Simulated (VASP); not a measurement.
Input of a VASP 6.6.1 run:

Contents of INCAR:

```
SYSTEM = CoSn
ALGO = Normal
EDIFF = 1E-6
EDIFFG = -0.04
ENCUT = 600
GGA = PE
IBRION = 2
ISIF = 3
ISMEAR = 0
LASPH = .True.
LCHARG = .False.
LREAL = .False.
LWAVE = .False.
NELM = 100
NSW = 90
PREC = Accurate
SIGMA = 0.1
```

The input KPOINTS:

```
k-points
0
Gamma
  6 6 6
  0 0 0
```

File POSCAR:

```
CoSn
1.0
    0.0000000000      2.6010990695      2.6010990695
    2.6010990695      0.0000000000      2.6010990695
    2.6010990695      2.6010990695      0.0000000000
Co Sn
1 1
Direct
    0.0000000000      0.0000000000      0.0000000000
    0.7500000000      0.7500000000      0.7500000000
```

Potentials or basis: VASP PAW PBE potentials, release 64 (Co, Sn_d).

Launch:

```bash
$ cat potpaw_PBE.64/Co/POTCAR potpaw_PBE.64/Sn_d/POTCAR > POTCAR
$ mpirun -np 1 vasp_std > vasp.out
```

(1) Predict the relaxed cell.

(2) What does it give for the relaxed volume?

## Answers

(1) a = 4.051 Å, b = 4.051 Å, c = 4.051 Å, α = 60.00°, β = 60.00°, γ = 60.00°.

(2) 23.51 Å³/atom.

Caveat: the volume moved by over 15 % at a fixed basis, so the end points are rough; the run has no spin polarisation, though such a crystal can be magnetic.
